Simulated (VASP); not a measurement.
# Si (Fm-3m) in VASP: a series of runs

The runs below take Si through single point, with LDA.

Everything below comes from runs of VASP 6.6.1. Logs are shortened: lines on timing, memory, paths and dates and some standing lists are left out, and cuts for length are marked.

## (1) The cell of the first run

It takes space group Fm-3m (No. 225, cubic). Conventional cell: a = 3.395 Å, b = 3.395 Å, c = 3.395 Å, α = 90.00°, β = 90.00°, γ = 90.00°. Within 3.2 Å of Si (site symmetry m-3m) lie 12 Si at 2.40 Å.

## (2) Single point, LDA

File INCAR:

```
PREC = Accurate
ENCUT = 500
EDIFF = 1E-6
ISMEAR = -1
SIGMA = 0.08
LREAL = F
LASPH = T
NELM = 120
ALGO = Normal
ISIF = 2
LWAVE = F
LCHARG = F
NBANDS = 8
GGA_COMPAT = F
```

File KPOINTS:

```
Automatic mesh
0
Gamma
  18 18 18
```

File POSCAR:

```
Si
1.0
    0.0000000000      1.6975658113      1.6975658113
    1.6975658113      0.0000000000      1.6975658113
    1.6975658113      1.6975658113      0.0000000000
Si
1
Direct
    0.0000000000      0.0000000000      0.0000000000
```

Potentials or basis: VASP PAW LDA potentials, release 64 (Si).

Launch:

```
$ cat potpaw_LDA.64/Si/POTCAR > POTCAR
$ mpirun -np 1 vasp_std > vasp.out
```

OUTCAR:

```text
PREC = Accurate
   ENCUT = 500
   EDIFF = 1E-6
   ISMEAR = -1
   LREAL = F
   LASPH = T
   NELM = 120
   ISIF = 2

 ion  position               nearest neighbor table
   1  0.000  0.000  0.000-

  LATTYP: Found a face centered cubic cell.
 ALAT       =     3.3951316226

  Lattice vectors:

 A1 = (   0.0000000000,   1.6975658113,   1.6975658113)
 A2 = (   1.6975658113,   0.0000000000,   1.6975658113)
 A3 = (   1.6975658113,   1.6975658113,   0.0000000000)

Analysis of symmetry for initial positions (statically):
=====================================================================
 Subroutine PRICEL returns:
 Original cell was already a primitive cell.

 Routine SETGRP: Setting up the symmetry group for a
 face centered cubic supercell.

 Subroutine GETGRP returns: Found 48 space group operations
 (whereof 48 operations were pure point group operations)
 out of a pool of 48 trial point group operations.

The static configuration has the point symmetry O_h .

Analysis of symmetry for dynamics (positions and initial velocities):
=====================================================================
 Subroutine PRICEL returns:
 Original cell was already a primitive cell.

 Routine SETGRP: Setting up the symmetry group for a
 face centered cubic supercell.

 Subroutine GETGRP returns: Found 48 space group operations
 (whereof 48 operations were pure point group operations)
 out of a pool of 48 trial point group operations.

The dynamic configuration has the point symmetry O_h .

 Subroutine INISYM returns: Found 48 space group operations
 (whereof 48 operations are pure point group operations),
 and found     1 'primitive' translations

----------------------------------------------------------------------------------------

                                     Primitive cell

  volume of cell :       9.7839

  direct lattice vectors                    reciprocal lattice vectors
     0.000000000  1.697565811  1.697565811    -0.294539391  0.294539391  0.294539391
     1.697565811  0.000000000  1.697565811     0.294539391 -0.294539391  0.294539391
     1.697565811  1.697565811  0.000000000     0.294539391  0.294539391 -0.294539391

  length of vectors
     2.400720593  2.400720593  2.400720593     0.510157190  0.510157190  0.510157190

  position of ions in fractional coordinates (direct lattice)
     0.000000000  0.000000000  0.000000000

  ion indices of the primitive-cell ions
   primitive index   ion index
                 1           1

----------------------------------------------------------------------------------------

 KPOINTS: Automatic mesh

Automatic generation of k-mesh.
 Grid dimensions read from file:
 generate k-points for:   18   18   18

 Generating k-lattice:

  Cartesian coordinates                     Fractional coordinates (reciprocal lattice)
    -0.016363299  0.016363299  0.016363299     0.055555556  0.000000000  0.000000000
     0.016363299 -0.016363299  0.016363299     0.000000000  0.055555556  0.000000000
     0.016363299  0.016363299 -0.016363299     0.000000000  0.000000000  0.055555556

  Length of vectors
     0.028342066  0.028342066  0.028342066

  Shift w.r.t. Gamma in fractional coordinates (k-lattice)
     0.000000000  0.000000000  0.000000000

 Subroutine IBZKPT returns following result:
 ===========================================

 Found    195 irreducible k-points:

 Following reciprocal coordinates:
            Coordinates               Weight
  0.000000  0.000000  0.000000      1.000000
  0.055556  0.000000  0.000000      8.000000
  0.111111  0.000000  0.000000      8.000000
  0.166667  0.000000  0.000000      8.000000
  0.222222  0.000000  0.000000      8.000000
  0.277778  0.000000  0.000000      8.000000
[... 16 lines left out ...]
 -0.277778  0.055556  0.000000     24.000000
 -0.222222  0.055556  0.000000     24.000000
 [... further k-points ...]
   k-points           NKPTS =    195   k-points in BZ     NKDIM =    195   number of bands    NBANDS=      8
   number of dos      NEDOS =    301   number of ions     NIONS =      1
   total plane-waves  NPLWV =   5832
   dimension x,y,z NGX =    18 NGY =   18 NGZ =   18
   dimension x,y,z NGXF=    36 NGYF=   36 NGZF=   36
   ions per type =               1
   NGX,Y,Z   is equivalent  to a cutoff of  12.46, 12.46, 12.46 a.u.
   NGXF,Y,Z  is equivalent  to a cutoff of  24.93, 24.93, 24.93 a.u.
 SYSTEM =  unknown system
   PREC   = accura    normal or accurate (medium, high low for compatibility)
   ISTART =      0    job   : 0-new  1-cont  2-samecut
   ICHARG =      2    charge: 1-file 2-atom 10-const
   ISPIN  =      1    spin polarized calculation?
   LNONCOLLINEAR =      F non collinear calculations
   LSORBIT =      F    spin-orbit coupling
   LASPH  =      T    aspherical Exc in radial PAW
   ENCUT  =  500.0 eV  36.75 Ry    6.06 a.u.   4.38  4.38  4.38*2*pi/ulx,y,z
   NELM   =    120;   NELMIN=  2; NELMDL= -5     # of ELM steps
   EDIFF  = 0.1E-05   stopping-criterion for ELM
   LREAL  =      F    real-space projection
   EDIFFG = 0.1E-04   stopping-criterion for IOM
   NSW    =      0    number of steps for IOM
   IBRION =     -1    ionic relax: 0-MD 1-quasi-New 2-CG
   NFREE  =      0    steps in history (QN), initial steepest desc. (CG)
   ISIF   =      2    stress and relaxation
   ISYM   =      2    0-nonsym 1-usesym 2-fastsym
   POTIM  = 0.5000    time-step for ionic-motion
   TEBEG  =    0.0;   TEEND  =   0.0 temperature during run
   PSTRESS=    0.0 pullay stress
   NELECT =       4.0000    total number of electrons
   NUPDOWN=      -1.0000    fix difference up-down
   EMIN   =  10.00;   EMAX   =-10.00  energy-range for DOS
   EFERMI =   0.00;   METHOD = LEGACY
   ISMEAR =    -1;   SIGMA  =   0.08  broadening in eV -4-tet -1-fermi 0-gaus
   EFERMI_NEDOS =   21; number of points for ismear=-14 and -15
   IALGO  =     38    algorithm
   IMIX   =      4    mixing-type and parameters
     AMIX     =   0.40;   BMIX     =  1.00
     AMIX_MAG =   1.60;   BMIX_MAG =  1.00
  volume/ion in A,a.u.               =       9.78        66.02
  Fermi-wavevector in a.u.,A,eV,Ry     =   1.215043  2.296098 20.086672  1.476329
  Thomas-Fermi vector in A             =   2.350443
   LORBIT       =      0    0 simple, 1 ext, 2 COOP (PROOUT), +10 PAW based schemes
   GGA     = CA    functional components
   LHFCALC =     F    Hartree Fock is set to
   AEXX    =    0.0000 exact exchange contribution
   IVDW    =     0    specifies the selected vdW correction
   LEPSILON=     F    determine dielectric tensor
   LRPA    =     F    only Hartree local field effects (RPA)
 non-spin polarized calculation
  energy-cutoff  :      500.00
  volume of cell :        9.78
 maximum number of plane-waves:       265
 NGX is ok and might be reduce to    18

 number of electron       4.0000000 magnetization

 Free energy of the ion-electron system (eV)
  ---------------------------------------------------
  ext. energy  EPLUGINS =         0.00000000
  ---------------------------------------------------
  free energy    TOTEN  =        -4.87489456 eV

  energy without entropy =       -4.86815115  energy(sigma->0) =       -4.87152285

 E-fermi :  16.3257     XC(G=0): -12.9155

 val. band max:       16.2850812712   @ k =  -0.4444   0.4444   0.0556
 cond. band min:      16.3263004859   @ k =   0.2778   0.0000   0.0000
 fundamental gap:      0.0412192147
 Fermi energy:        16.3257316894

 k-point     1 :       0.0000    0.0000    0.0000
  band No.  band energies     occupation
      1      -2.2813      2.00000
      2      29.7288      0.00000
      3      29.7288      0.00000
      4      29.7288      0.00000
      5      32.7385      0.00000
      6      32.7385      0.00000
      7      32.7385      0.00000
      8      36.2656      0.00000

 k-point     2 :       0.0556    0.0000    0.0000
  band No.  band energies     occupation
      1      -2.1652      2.00000
      2      27.9486      0.00000
      3      29.4463      0.00000
      4      29.4463      0.00000
      5      33.1977      0.00000
      6      33.1977      0.00000
      7      33.4203      0.00000
      8      37.3362      0.00000

 k-point     3 :       0.1111    0.0000    0.0000
  band No.  band energies     occupation
      1      -1.8175      2.00000
      2      25.0364      0.00000
      3      28.8950      0.00000
      4      28.8950      0.00000
      5      33.6342      0.00000
      6      34.2383      0.00000
      7      34.2383      0.00000
      8      37.0388      0.00000

 k-point     4 :       0.1667    0.0000    0.0000
  band No.  band energies     occupation
      1      -1.2398      2.00000
      2      22.0355      0.00000
      3      28.3704      0.00000
      4      28.3704      0.00000
      5      33.5047      0.00000
      6      34.8616      0.00000
      7      34.8616      0.00000
      8      36.3648      0.00000

 k-point     5 :       0.2222    0.0000    0.0000
  band No.  band energies     occupation
      1      -0.4347      2.00000
      2      19.1139      0.00000
      3      27.9717      0.00000
      4      27.9717      0.00000
      5      33.3351      0.00000
      6      33.6989      0.00000
      7      33.6989      0.00000
      8      37.7413      0.00000

 k-point     6 :       0.2778    0.0000    0.0000
  band No.  band energies     occupation
      1       0.5942      2.00000
      2      16.3263      0.99645
      3      27.7310      0.00000
      4      27.7310      0.00000
      5      32.3726      0.00000
      6      32.3726      0.00000
      7      33.2451      0.00000
      8      38.8053      0.00000

 k-point     7 :       0.3333    0.0000    0.0000
  band No.  band energies     occupation
      1       1.8421      2.00000
      2      13.6991      2.00000
      3      27.6598      0.00000
      4      27.6598      0.00000
      5      31.1757      0.00000
      6      31.1757      0.00000
      7      33.2961      0.00000
      8      37.5184      0.00000

 k-point     8 :       0.3889    0.0000    0.0000
  band No.  band energies     occupation
      1       3.3026      2.00000
      2      11.2488      2.00000
      3      27.7606      0.00000
      4      27.7606      0.00000
      5      30.1540      0.00000
      6      30.1540      0.00000
      7      33.5219      0.00000
      8      36.3663      0.00000

 k-point     9 :       0.4444    0.0000    0.0000
  band No.  band energies     occupation
      1       4.9616      2.00000
      2       8.9945      2.00000
      3      28.0189      0.00000
      4      28.0189      0.00000
      5      29.3388      0.00000
      6      29.3388      0.00000
      7      33.9377      0.00000
      8      35.3783      0.00000

 k-point    10 :       0.5000    0.0000    0.0000
  band No.  band energies     occupation
      1       6.5009      2.00000
      2       7.2566      2.00000
      3      28.2638      0.00000
      4      28.2638      0.00000
      5      28.9075      0.00000
      6      28.9075      0.00000
      7      34.4616      0.00000
      8      34.6609      0.00000
[... 78 lines left out ...]
 k-point    18 :       0.4444    0.0556    0.0000
  band No.  band energies     occupation
      1       4.4868      2.00000
      2       9.8163      2.00000
      3      26.4889      0.00000
      4      27.2343      0.00000
      5      28.6566      0.00000
      6      31.1841      0.00000
      7      34.9090      0.00000
      8      36.4298      0.00000

 k-point    19 :       0.5000    0.0556    0.0000
  band No.  band energies     occupation
      1       6.2250      2.00000
      2       7.7477      2.00000
      3      26.5328      0.00000
      4      26.9068      0.00000
      5      29.0534      0.00000
      6      30.4593      0.00000
      7      35.3880      0.00000
      8      35.6321      0.00000

 k-point    20 :      -0.4444    0.0556    0.0000
  band No.  band energies     occupation
      1       5.6462      2.00000
      2       8.3924      2.00000
      3      25.9940      0.00000
      4      27.5120      0.00000
      5      29.6675      0.00000
      6      29.9183      0.00000
      7      34.8946      0.00000
      8      36.1737      0.00000

 k-point    21 :      -0.3889    0.0556    0.0000
  band No.  band energies     occupation
      1       3.9337      2.00000
      2      10.5669      2.00000
      3      25.6395      0.00000
      4      28.2975      0.00000
      5      29.5683      0.00000
      6      30.4750      0.00000
      7      34.4197      0.00000
      8      37.0614      0.00000

 k-point    22 :      -0.3333    0.0556    0.0000
  band No.  band energies     occupation
      1       2.4058      2.00000
      2      12.9507      2.00000
      3      25.4738      0.00000
      4      29.1354      0.00000
      5      29.5334      0.00000
      6      31.4643      0.00000
      7      34.1301      0.00000
      8      38.0968      0.00000

 k-point    23 :      -0.2778    0.0556    0.0000
  band No.  band energies     occupation
      1       1.0871      2.00000
      2      15.5143      1.99992
      3      25.4974      0.00000
      4      29.3016      0.00000
      5      30.5257      0.00000
      6      32.6184      0.00000
      7      34.0165      0.00000
      8      38.8584      0.00000

 k-point    24 :      -0.2222    0.0556    0.0000
  band No.  band energies     occupation
      1      -0.0146      2.00000
      2      18.2394      0.00000
      3      25.7093      0.00000
      4      29.4625      0.00000
      5      31.8475      0.00000
      6      33.8413      0.00000
      7      34.1154      0.00000
      8      36.9264      0.00000

 [... further k-points ...]
[... 5 lines left out ...]
  --------------------------------------------------------------------------------------
  -------------------------------------------------------------------------------------
  Total        4.1098311      4.1098311      4.1098311      0.0000000      0.0000000     -0.0000000
  in kB      673.0149324    673.0149324    673.0149324      0.0000000      0.0000000     -0.0000000
  external PRESSURE =     673.0149324 kB  Pullay stress =       0.0000000 kB

 VOLUME and BASIS-vectors are now :
 -----------------------------------------------------------------------------
  energy-cutoff  :      500.00
  volume of cell :        9.78
      direct lattice vectors                 reciprocal lattice vectors
     0.000000000  1.697565811  1.697565811    -0.294539391  0.294539391  0.294539391
     1.697565811  0.000000000  1.697565811     0.294539391 -0.294539391  0.294539391
     1.697565811  1.697565811  0.000000000     0.294539391  0.294539391 -0.294539391

 POSITION                                       TOTAL-FORCE (eV/Angst)
 -----------------------------------------------------------------------------------
      0.00000      0.00000      0.00000         0.000000      0.000000      0.000000
 -----------------------------------------------------------------------------------
    total drift:                                0.000000      0.000000      0.000000

  FREE ENERGIE OF THE ION-ELECTRON SYSTEM (eV)
  ---------------------------------------------------
  free  energy   TOTEN  =        -4.8748945599 eV

  energy  without entropy=       -4.8681511481  energy(sigma->0) =       -4.87152285
```

It took 21 s on 1 thread of Intel Xeon 8259CL, shared host; peak memory 0.12 GiB.

What came out:

| Item | Value |
| --- | --- |
| Free energy | -4.8749 eV |
| Pressure | 67.3 GPa |
| Band gap on the k mesh | zero (band 2 reaches 29.73 eV, above the bottom of band 3 at 12.93 eV) |

## (3) Single point, LDA

This run uses another cell than the first one, of 13.98 Å³/atom, 1.429 times its volume.

File INCAR:

```
ALGO = Normal ; EDIFF = 1E-6
ENCUT = 500 ; GGA_COMPAT = False
ISIF = 2 ; ISMEAR = -1
LASPH = True ; LCHARG = False
LREAL = False ; LWAVE = False
NBANDS = 8 ; NELM = 120
PREC = Accurate ; SIGMA = 0.08
```

File KPOINTS:

```
k-points
0
Gamma
  18 18 18
```

File POSCAR:

```
Si
1.0
    0.0000000000      1.9118798969      1.9118798969
    1.9118798969      0.0000000000      1.9118798969
    1.9118798969      1.9118798969      0.0000000000
Si
1
Direct
    0.0000000000      0.0000000000      0.0000000000
```

Potentials or basis: VASP PAW LDA potentials, release 64 (Si).

Launch:

```
$ cat potpaw_LDA.64/Si/POTCAR > POTCAR
$ mpirun -np 1 vasp_std > vasp.out
```

It took 27 s on 1 thread of Intel Xeon 8259CL, shared host; peak memory 0.12 GiB.

It converged, with:

| Property | Result |
| --- | --- |
| Free energy | -5.5146 eV |
| Pressure | 0.1 GPa |
| Band gap on the k mesh | zero (band 2 reaches 21.98 eV, above the bottom of band 3 at 7.68 eV) |

Levels at points of the mesh, in eV from the Fermi level:
```tsv
k point	band 1	band 2	band 3	band 4	band 5
(0.00, 0.00, 0.00)	-14.79	11.32	11.32	11.32	11.98
(0.50, 0.00, 0.00)	-7.76	-7.19	8.69	8.69	10.88
(0.50, 0.50, 0.00)	-5.55	-4.60	3.19	3.19	4.33
```

## (4) Single point, LDA, collinear spin, ferromagnetic start

File INCAR:

```
SYSTEM = Si
  PREC = Accurate
  ENCUT = 500
  EDIFF = 1E-6
  ISMEAR = -1
  SIGMA = 0.08
  LREAL = .FALSE.
  LASPH = .TRUE.
  NELM = 200
  ALGO = Normal
  ISIF = 2
  LWAVE = .FALSE.
  LCHARG = .FALSE.
  ISPIN = 2
  MAGMOM = -0.5
  LORBIT = 11
  GGA = CA
  NBANDS = 12
  GGA_COMPAT = .FALSE.
```

File KPOINTS:

```
Automatic mesh
0
G
  18 18 18
  0 0 0
```

File POSCAR:

```
Si
1.0
    0.0000000000      1.6975658113      1.6975658113
    1.6975658113      0.0000000000      1.6975658113
    1.6975658113      1.6975658113      0.0000000000
Si
1
Direct
    0.0000000000      0.0000000000      0.0000000000
```

Launch:

```
$ cat potpaw_LDA.64/Si/POTCAR > POTCAR
$ mpirun -np 1 vasp_std > vasp.out
```

Run time: 65 s. Hardware: 1 thread of Intel Xeon 8259CL, shared host; peak memory 0.13 GiB.

Results (log left out):

* Free energy: -4.8749 eV
* Pressure: 67.3 GPa
* Band gap on the k mesh: zero (filled and empty bands overlap)
* Net moment: 0.00 μB per cell
* Valence electrons inside the program's atomic spheres: Si 1.76

Levels at points of the mesh, in eV from the Fermi level:
Spin up:
```
           k point  band 1  band 2  band 3  band 4  band 5  band 6  band 7
(0.00, 0.00, 0.00)  -18.61   13.40   13.40   13.40   16.41   16.41   16.41
(0.50, 0.00, 0.00)   -9.82   -9.07   11.94   11.94   12.58   12.58   18.14
(0.50, 0.50, 0.00)   -7.51   -5.26    3.45    4.45    4.45   10.12   30.44
```
Spin down:
| k point | band 1 | band 2 | band 3 | band 4 | band 5 | band 6 | band 7 |
| --- | --- | --- | --- | --- | --- | --- | --- |
| (0.00, 0.00, 0.00) | -18.61 | 13.40 | 13.40 | 13.40 | 16.41 | 16.41 | 16.41 |
| (0.50, 0.00, 0.00) | -9.82 | -9.07 | 11.94 | 11.94 | 12.58 | 12.58 | 18.14 |
| (0.50, 0.50, 0.00) | -7.51 | -5.26 | 3.45 | 4.45 | 4.45 | 10.12 | 30.44 |

## (5) Summary

```csv
spin,cell,gap on the mesh (eV),pressure (GPa)
off,"a = 2.401 Å, angles 60.0°, 1 atom",none,67.3
off,"a = 2.704 Å, angles 60.0°, 1 atom",none,0.1
"collinear, ferromagnetic start","a = 2.401 Å, angles 60.0°, 1 atom",none,67.3
```

Alike in all rows: task single point; level LDA; potentials or basis VASP PAW LDA potentials, release 64 (Si); k mesh 18 × 18 × 18; cutoff (eV) 500; smearing fermi-dirac 0.08 eV.

Absolute energies hang on the potentials; compare differences alone.
